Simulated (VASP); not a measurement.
In2HSe2, 5 atoms in the cell. The cell holds a slab with vacuum, 5 atoms: a = 4.027 Å, b = 4.027 Å, c = 20.885 Å, α = 90.00°, β = 90.00°, γ = 120.00°. 

| Property | Result |
| --- | --- |
| Program | VASP 6.6.1 |
| Task | single point |
| Functional | PBE |
| Dispersion | D3(BJ) |
| Potentials or basis | VASP PAW PBE potentials, release 64 (Se, In_d, H) |
| Cutoff | 520 eV |
| k mesh | 9 × 9 × 1 |
| Occupations | gaussian, width 0.05 eV |
| Spin | collinear spin |
| Starting moments | [0.0, 0.0, 0.0, 0.0, 1.0] μB |
| Dipole correction | yes |
| Further INCAR settings | ALGO = Normal; EDIFF = 1e-06; NBANDS = 32 |

Potentials or basis: VASP PAW PBE potentials, release 64 (Se, In_d, H).

Run with:

```sh
$ cat potpaw_PBE.64/Se/POTCAR potpaw_PBE.64/In_d/POTCAR potpaw_PBE.64/H/POTCAR > POTCAR
$ mpirun -np 1 vasp_std > vasp.out
```

Hardware: 1 thread of Oxide Virtual Turin-like Processor, with other jobs on the host.

Question: How long does it take, and how much memory?

Answer: It took 19 min on 1 thread of Oxide Virtual Turin-like Processor, on a shared host, peak memory 0.84 GiB. Counts: scf iterations 30, k points 41.
